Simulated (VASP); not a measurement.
# BiTe (P1) in VASP: single point with PBE

Aim: the single point of BiTe with PBE.

Program: VASP 6.6.1. These are calculated values, not measurements. Logs are shortened: lines on timing, memory, paths and dates and some standing lists are left out, and cuts for length are marked.

### Step 1. The cell of the first run

The typed cell holds 2 atoms: a = 4.143 Å, b = 4.136 Å, c = 4.466 Å, α = 90.35°, β = 88.65°, γ = 119.75°.

### Step 2. Single point, PBE (atoms moved at random and the cell strained at random)

File INCAR:

```
SYSTEM = BiTe
PREC     = Accurate       ! precision mode
ENCUT    = 500            ! plane-wave cutoff, eV
EDIFF    = 1E-6           ! SCF threshold, eV
ISMEAR   = 0              ! smearing method
SIGMA    = 0.05           ! smearing width, eV
LREAL    = .FALSE.        ! projectors in reciprocal space
LASPH    = .TRUE.         ! aspherical terms in the spheres
NELM     = 120            ! most SCF steps
ALGO     = Normal         ! electronic algorithm
ISIF     = 2              ! what is computed and relaxed
LWAVE    = .FALSE.        ! write WAVECAR
LCHARG   = .FALSE.        ! write CHGCAR
GGA      = PE             ! functional
NBANDS   = 18             ! bands
GGA_COMPAT= .FALSE.
```

File KPOINTS:

```
regular mesh
0
G
  10 10 8
  0 0 0
```

File POSCAR:

```
BiTe
1.0
    4.1426838720      0.0110756300      0.0488442475
   -2.0617501591      3.5854005093     -0.0126104632
    0.0522664832      0.0145945323      4.4654879394
Bi Te
1 1
Direct
    0.0112710308     -0.0419013606     -0.0209046784
    0.6553956359      0.3752346940      0.5209046784
```

Potentials or basis: VASP PAW PBE potentials, release 64 (Bi_d, Te).

The run is started by

```
$ cat potpaw_PBE.64/Bi_d/POTCAR potpaw_PBE.64/Te/POTCAR > POTCAR
$ mpirun -np 1 vasp_std > vasp.out
```

OUTCAR:

```text
SYSTEM = BiTe
   PREC = Accurate
   ENCUT = 500
   EDIFF = 1E-6
   ISMEAR = 0
   LREAL = .FALSE.
   LASPH = .TRUE.
   NELM = 120
   ISIF = 2
   GGA = PE

 ion  position               nearest neighbor table
   1  0.011  0.958  0.979-   2 2.95   2 3.08   2 3.20   2 3.41   2 3.47   2 3.65
   2  0.655  0.375  0.521-   1 2.95   1 3.08   1 3.20   1 3.41   1 3.47   1 3.65

  LATTYP: Found a triclinic cell.
 ALAT       =     7.1606268350
 B/A-ratio  =     0.5775958644
 C/A-ratio  =     1.1949423712
 COS(alpha) =     0.0002781773
 COS(beta)  =     0.4287769601
 COS(gamma) =     0.8646734329

  Lattice vectors:

 A1 = (  -6.2044340311,   3.5743248793,  -0.0614547107)
 A2 = (  -2.0617501591,   3.5854005093,  -0.0126104632)
 A3 = (  -6.2758840681,  -3.6221463016,  -4.5505659712)

Analysis of symmetry for initial positions (statically):
=====================================================================
 Subroutine PRICEL returns:
 Original cell was already a primitive cell.

 Routine SETGRP: Setting up the symmetry group for a
 triclinic supercell.

 Subroutine GETGRP returns: Found  1 space group operations
 (whereof  1 operations were pure point group operations)
 out of a pool of  2 trial point group operations.

The static configuration has the point symmetry C_1 .

Analysis of symmetry for dynamics (positions and initial velocities):
=====================================================================
 Subroutine PRICEL returns:
 Original cell was already a primitive cell.

 Routine SETGRP: Setting up the symmetry group for a
 triclinic supercell.

 Subroutine GETGRP returns: Found  1 space group operations
 (whereof  1 operations were pure point group operations)
 out of a pool of  2 trial point group operations.

The dynamic configuration has the point symmetry C_1 .

 Subroutine INISYM returns: Found  1 space group operations
 (whereof  1 operations are pure point group operations),
 and found     1 'primitive' translations

----------------------------------------------------------------------------------------

                                     Primitive cell

  volume of cell :      66.4188

  direct lattice vectors                    reciprocal lattice vectors
     4.142683872  0.011075630  0.048844248     0.241057445  0.138606254 -0.003274473
    -2.061750159  3.585400509 -0.012610463    -0.000733907  0.278483671 -0.000901577
     0.052266483  0.014594532  4.465487939    -0.002638799 -0.000729665  0.223972964

  length of vectors
     4.142986615  4.135948447  4.465817654     0.278084712  0.278486098  0.223989697

  position of ions in fractional coordinates (direct lattice)
     0.011271031  0.958098639  0.979095322
     0.655395636  0.375234694  0.520904678

  ion indices of the primitive-cell ions
   primitive index   ion index
                 1           1
                 2           2

----------------------------------------------------------------------------------------

 KPOINTS: regular mesh

Automatic generation of k-mesh.
 Grid dimensions read from file:
 generate k-points for:   10   10    8

 Generating k-lattice:

  Cartesian coordinates                     Fractional coordinates (reciprocal lattice)
     0.024105744  0.013860625 -0.000327447     0.100000000  0.000000000  0.000000000
    -0.000073391  0.027848367 -0.000090158     0.000000000  0.100000000  0.000000000
    -0.000329850 -0.000091208  0.027996621     0.000000000  0.000000000  0.125000000

  Length of vectors
     0.027808471  0.027848610  0.027998712

  Shift w.r.t. Gamma in fractional coordinates (k-lattice)
     0.000000000  0.000000000  0.000000000

 Subroutine IBZKPT returns following result:
 ===========================================

 Found    404 irreducible k-points:

 Following reciprocal coordinates:
            Coordinates               Weight
  0.000000  0.000000  0.000000      1.000000
  0.100000 -0.000000  0.000000      2.000000
  0.200000 -0.000000  0.000000      2.000000
  0.300000  0.000000  0.000000      2.000000
  0.400000  0.000000  0.000000      2.000000
  0.500000  0.000000  0.000000      1.000000
[... 16 lines left out ...]
 -0.400000  0.200000  0.000000      2.000000
 -0.300000  0.200000  0.000000      2.000000
 [... further k-points ...]
   k-points           NKPTS =    404   k-points in BZ     NKDIM =    404   number of bands    NBANDS=     18
   number of dos      NEDOS =    301   number of ions     NIONS =      2
   total plane-waves  NPLWV =  32400
   dimension x,y,z NGX =    30 NGY =   30 NGZ =   36
   dimension x,y,z NGXF=    60 NGYF=   60 NGZF=   72
   ions per type =               1   1
   NGX,Y,Z   is equivalent  to a cutoff of  12.04, 12.06, 13.40 a.u.
   NGXF,Y,Z  is equivalent  to a cutoff of  24.08, 24.12, 26.80 a.u.
 SYSTEM =  BiTe
   PREC   = accura    normal or accurate (medium, high low for compatibility)
   ISTART =      0    job   : 0-new  1-cont  2-samecut
   ICHARG =      2    charge: 1-file 2-atom 10-const
   ISPIN  =      1    spin polarized calculation?
   LNONCOLLINEAR =      F non collinear calculations
   LSORBIT =      F    spin-orbit coupling
   LASPH  =      T    aspherical Exc in radial PAW
   ENCUT  =  500.0 eV  36.75 Ry    6.06 a.u.   7.55  7.54  8.14*2*pi/ulx,y,z
   NELM   =    120;   NELMIN=  2; NELMDL= -5     # of ELM steps
   EDIFF  = 0.1E-05   stopping-criterion for ELM
   LREAL  =      F    real-space projection
   EDIFFG = 0.1E-04   stopping-criterion for IOM
   NSW    =      0    number of steps for IOM
   IBRION =     -1    ionic relax: 0-MD 1-quasi-New 2-CG
   NFREE  =      0    steps in history (QN), initial steepest desc. (CG)
   ISIF   =      2    stress and relaxation
   ISYM   =      2    0-nonsym 1-usesym 2-fastsym
   POTIM  = 0.5000    time-step for ionic-motion
   TEBEG  =    0.0;   TEEND  =   0.0 temperature during run
   PSTRESS=    0.0 pullay stress
   NELECT =      21.0000    total number of electrons
   NUPDOWN=      -1.0000    fix difference up-down
   EMIN   =  10.00;   EMAX   =-10.00  energy-range for DOS
   EFERMI =   0.00;   METHOD = LEGACY
   ISMEAR =     0;   SIGMA  =   0.05  broadening in eV -4-tet -1-fermi 0-gaus
   EFERMI_NEDOS =   21; number of points for ismear=-14 and -15
   IALGO  =     38    algorithm
   IMIX   =      4    mixing-type and parameters
     AMIX     =   0.40;   BMIX     =  1.00
     AMIX_MAG =   1.60;   BMIX_MAG =  1.00
  volume/ion in A,a.u.               =      33.21       224.11
  Fermi-wavevector in a.u.,A,eV,Ry     =   1.115281  2.107575 16.923626  1.243851
  Thomas-Fermi vector in A             =   2.251884
   LORBIT       =      0    0 simple, 1 ext, 2 COOP (PROOUT), +10 PAW based schemes
   GGA     = PE    functional components
   LHFCALC =     F    Hartree Fock is set to
   AEXX    =    0.0000 exact exchange contribution
   IVDW    =     0    specifies the selected vdW correction
   LEPSILON=     F    determine dielectric tensor
   LRPA    =     F    only Hartree local field effects (RPA)
 non-spin polarized calculation
 Gauss-broadening in eV      SIGMA  =   0.05
  energy-cutoff  :      500.00
  volume of cell :       66.42
 maximum number of plane-waves:      1712
   NGX = 15   NGY = 15   NGZ = 17

 number of electron      20.9999999 magnetization

 Free energy of the ion-electron system (eV)
  ---------------------------------------------------
  ext. energy  EPLUGINS =         0.00000000
  ---------------------------------------------------
  free energy    TOTEN  =        -6.91470907 eV

  energy without entropy =       -6.91259275  energy(sigma->0) =       -6.91365091

 E-fermi :   6.7224     XC(G=0):  -9.5502

 val. band max:        6.7183474676   @ k =  -0.4000  -0.1000   0.2500
 cond. band min:       6.7306028504   @ k =   0.0000   0.3000   0.1250
 fundamental gap:      0.0122553828
 Fermi energy:         6.7223833426

 k-point     1 :       0.0000    0.0000    0.0000
  band No.  band energies     occupation
      1     -16.5236      2.00000
      2     -16.5154      2.00000
      3     -16.4904      2.00000
      4     -16.4876      2.00000
      5     -16.4801      2.00000
      6      -6.8400      2.00000
[... 10 lines left out ...]
     17      15.8760      0.00000
     18      16.1442      0.00000

 k-point     2 :       0.1000   -0.0000    0.0000
  band No.  band energies     occupation
      1     -16.5223      2.00000
      2     -16.5164      2.00000
      3     -16.4901      2.00000
      4     -16.4857      2.00000
      5     -16.4807      2.00000
      6      -6.7447      2.00000
[... 10 lines left out ...]
     17      15.5784      0.00000
     18      15.9160      0.00000

 k-point     3 :       0.2000   -0.0000    0.0000
  band No.  band energies     occupation
      1     -16.5200      2.00000
      2     -16.5187      2.00000
      3     -16.4897      2.00000
      4     -16.4822      2.00000
      5     -16.4798      2.00000
      6      -6.4644      2.00000
[... 10 lines left out ...]
     17      15.3837      0.00000
     18      15.5141      0.00000

 k-point     4 :       0.3000    0.0000    0.0000
  band No.  band energies     occupation
      1     -16.5231      2.00000
      2     -16.5163      2.00000
      3     -16.4888      2.00000
      4     -16.4837      2.00000
      5     -16.4723      2.00000
      6      -6.0206      2.00000
[... 10 lines left out ...]
     17      15.3026      0.00000
     18      15.6231      0.00000

 k-point     5 :       0.4000    0.0000    0.0000
  band No.  band energies     occupation
      1     -16.5261      2.00000
      2     -16.5146      2.00000
      3     -16.4875      2.00000
      4     -16.4847      2.00000
      5     -16.4662      2.00000
      6      -5.4805      2.00000
[... 10 lines left out ...]
     17      15.3545      0.00000
     18      15.5068      0.00000

 k-point     6 :       0.5000    0.0000    0.0000
  band No.  band energies     occupation
      1     -16.5273      2.00000
      2     -16.5142      2.00000
      3     -16.4870      2.00000
      4     -16.4850      2.00000
      5     -16.4638      2.00000
      6      -5.1404      2.00000
[... 10 lines left out ...]
     17      15.3093      0.00000
     18      17.1732      0.00000

 k-point     7 :       0.0000    0.1000    0.0000
  band No.  band energies     occupation
      1     -16.5220      2.00000
      2     -16.5168      2.00000
      3     -16.4883      2.00000
      4     -16.4879      2.00000
      5     -16.4803      2.00000
      6      -6.7400      2.00000
[... 10 lines left out ...]
     17      15.5906      0.00000
     18      16.1390      0.00000

 k-point     8 :       0.1000    0.1000    0.0000
  band No.  band energies     occupation
      1     -16.5199      2.00000
      2     -16.5189      2.00000
      3     -16.4884      2.00000
      4     -16.4838      2.00000
      5     -16.4808      2.00000
      6      -6.5323      2.00000
[... 10 lines left out ...]
     17      15.2085      0.00000
     18      15.7434      0.00000
[... 229 lines left out ...]
     17      16.1101      0.00000
     18      16.9625      0.00000

 k-point    20 :       0.3000    0.2000    0.0000
  band No.  band energies     occupation
      1     -16.5278      2.00000
      2     -16.5105      2.00000
      3     -16.4860      2.00000
      4     -16.4822      2.00000
      5     -16.4707      2.00000
      6      -5.1110      2.00000
[... 10 lines left out ...]
     17      16.5723      0.00000
     18      17.6292      0.00000

 k-point    21 :       0.4000    0.2000    0.0000
  band No.  band energies     occupation
      1     -16.5268      2.00000
      2     -16.5107      2.00000
      3     -16.4873      2.00000
      4     -16.4823      2.00000
      5     -16.4685      2.00000
      6      -4.9793      2.00000
[... 10 lines left out ...]
     17      15.3417      0.00000
     18      17.7747      0.00000

 k-point    22 :       0.5000    0.2000    0.0000
  band No.  band energies     occupation
      1     -16.5239      2.00000
      2     -16.5126      2.00000
      3     -16.4886      2.00000
      4     -16.4844      2.00000
      5     -16.4676      2.00000
      6      -5.4415      2.00000
[... 10 lines left out ...]
     17      16.8638      0.00000
     18      17.8969      0.00000

 k-point    23 :      -0.4000    0.2000    0.0000
  band No.  band energies     occupation
      1     -16.5203      2.00000
      2     -16.5160      2.00000
      3     -16.4896      2.00000
      4     -16.4857      2.00000
      5     -16.4694      2.00000
      6      -5.9306      2.00000
[... 10 lines left out ...]
     17      16.9124      0.00000
     18      17.3010      0.00000

 k-point    24 :      -0.3000    0.2000    0.0000
  band No.  band energies     occupation
      1     -16.5198      2.00000
      2     -16.5172      2.00000
      3     -16.4899      2.00000
      4     -16.4851      2.00000
      5     -16.4740      2.00000
      6      -6.3080      2.00000
[... 10 lines left out ...]
     17      15.5436      0.00000
     18      15.9484      0.00000

 [... further k-points ...]
[... 5 lines left out ...]
  --------------------------------------------------------------------------------------
  -------------------------------------------------------------------------------------
  Total       -0.0226185      1.3099527      0.8580523      0.2267697      0.2064470     -0.2635739
  in kB       -0.5456110     31.5991320     20.6982336      5.4702176      4.9799848     -6.3580202
  external PRESSURE =      17.2505848 kB  Pullay stress =       0.0000000 kB

 VOLUME and BASIS-vectors are now :
 -----------------------------------------------------------------------------
  energy-cutoff  :      500.00
  volume of cell :       66.42
      direct lattice vectors                 reciprocal lattice vectors
     4.142683872  0.011075630  0.048844248     0.241057445  0.138606254 -0.003274473
    -2.061750159  3.585400509 -0.012610463    -0.000733907  0.278483671 -0.000901577
     0.052266483  0.014594532  4.465487939    -0.002638799 -0.000729665  0.223972964

 POSITION                                       TOTAL-FORCE (eV/Angst)
 -----------------------------------------------------------------------------------
     -1.87749      3.44958      4.36061        -0.387123      0.224652      0.357120
      1.96868      1.36023      2.35337         0.387123     -0.224652     -0.357120
 -----------------------------------------------------------------------------------
    total drift:                               -0.000047      0.000086      0.000039

  FREE ENERGIE OF THE ION-ELECTRON SYSTEM (eV)
  ---------------------------------------------------
  free  energy   TOTEN  =        -6.9147090658 eV

  energy  without entropy=       -6.9125927459  energy(sigma->0) =       -6.91365091
```

It took 3.2 min on 1 thread of AMD EPYC 9R45 (Zen 5), shared host; peak memory 0.51 GiB.

Results:

| Property | Result |
| --- | --- |
| Free energy | -6.9147 eV |
| Pressure | 1.7 GPa |
| Largest force | 0.573 eV/Å |
| Band gap on the k mesh | zero (an odd number of electrons rules out a gap without spin polarisation) |

Forces in eV/Å, atoms in the order of the input:
```
Bi  -0.387  0.225  0.357
Te   0.387 -0.225 -0.357
```

Levels at points of the mesh, in eV from the Fermi level:
```
           k point  band 9  band 10  band 11  band 12  band 13  band 14
(0.00, 0.00, 0.00)   -2.09    -0.67     0.97     2.55     3.16     4.83
(0.50, 0.00, 0.00)   -2.53    -2.20    -0.27     0.21     1.74     4.78
(0.00, 0.50, 0.00)   -2.58    -1.78    -0.69    -0.26     2.16     4.23
(0.50, 0.50, 0.00)   -3.12    -2.74     0.22     1.48     2.80     3.80
(0.00, 0.00, 0.50)   -0.78    -0.44     0.57     1.09     1.43     6.26
(0.50, 0.00, 0.50)   -4.93    -1.46    -0.17     2.07     2.36     7.24
(0.00, 0.50, 0.50)   -5.24    -1.41    -0.03     2.26     2.60     7.15
(0.50, 0.50, 0.50)   -4.00    -1.80    -0.14     0.48     1.05     7.82
```

Caveat: the cell differs from its parent crystal (atoms moved at random and the cell strained at random); spin-orbit coupling is left out, which moves the levels of the heavy elements.
